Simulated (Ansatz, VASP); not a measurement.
**Two plane-wave programs on AlNi2**

File INCAR:

```
SYSTEM = AlNi2
  PREC = Accurate
  ENCUT = 520
  EDIFF = 1E-7
  ISMEAR = 0
  SIGMA = 0.15
  LREAL = .False.
  LASPH = .True.
  NELM = 80
  ALGO = Fast
  ISIF = 2
  LWAVE = .False.
  LCHARG = .True.
  GGA = PS
  LELF = .True.
  LVHAR = .True.
  NBANDS = 32
```

Contents of KPOINTS:

```
regular mesh
0
Gamma
  12 12 10
  0 0 0
```

The input POSCAR:

```
AlNi2
1.0
    3.9748989536      0.0000000000      0.0000000000
   -1.9874494768      3.4423634713      0.0000000000
    0.0000000000      0.0000000000      4.9060444288
Al Ni
2 4
Direct
    0.3333333333      0.6666666667      0.1998732112
    0.6666666667      0.3333333333      0.8001267888
    0.3333333333      0.6666666667      0.6977287762
    0.6666666667      0.3333333333      0.3022712238
    0.0000000000      0.0000000000      0.5000000000
    0.0000000000      0.0000000000      0.0000000000
```

Input for Ansatz:

```yaml
crystal:
  lattice:
    - [3.9748989536, 0.0, 0.0]
    - [-1.9874494768, 3.4423634713, 0.0]
    - [0.0, 0.0, 4.9060444288]
  atoms:
    - { symbol: Al, position: [0.3333333333, 0.6666666667, 0.1998732112] }
    - { symbol: Al, position: [0.6666666667, 0.3333333333, 0.8001267888] }
    - { symbol: Ni, position: [0.3333333333, 0.6666666667, 0.6977287762] }
    - { symbol: Ni, position: [0.6666666667, 0.3333333333, 0.3022712238] }
    - { symbol: Ni, position: [0.0, 0.0, 0.5] }
    - { symbol: Ni, position: [0.0, 0.0, 0.0] }
basis:
  ecutwfc: 420
kpoints:
  mp_grid: { grid: [12, 12, 10] }
hamiltonian:
  xc: pbesol
scf:
  occupations: { method: gaussian, width: 0.15 }
output:
  forces: true
  stress: true
  eigenvalues: true
```

Change from the starting cell: mode 4 (128.2 1/cm) frozen in, largest displacement -0.050 Å.

Alike in both runs: task single point; functional PBEsol; k mesh 12 × 12 × 10; occupations gaussian, width 0.15 eV; no spin polarisation.

```csv
,VASP,Ansatz
version,VASP 6.6.1,Ansatz 0.2.0
potentials or method,"VASP PAW PBE potentials, release 64 (Al, Ni), cutoff 520 eV","scalar-relativistic, plane waves, PAW"
valence electrons in the cell,46,78
```

|  | VASP | Ansatz | Ansatz less VASP |
| --- | --- | --- | --- |
| gap on the k mesh at the Fermi level (eV) | none | none | - |
| pressure (GPa) | 0.4 | 0.2 | -0.13 |
| traceless stress, the component that is largest in VASP (GPa) | -0.07 | -0.04 | +0.028 |
| rms of the force components (eV/Å) | 0.062 | 0.058 | -0.0040 |

VASP's potentials were made for PBE, not for PBEsol. Atom by atom the forces differ by 0.004 eV/Å (rms over components). A gap of «none» marks a metal or a gap that the smearing closes. With one functional, cell and mesh, what is left measures potentials, basis and numerics. VASP's potentials hold 46 valence electrons a cell and Ansatz's 78, so a difference there can come from the potentials and not from the codes.
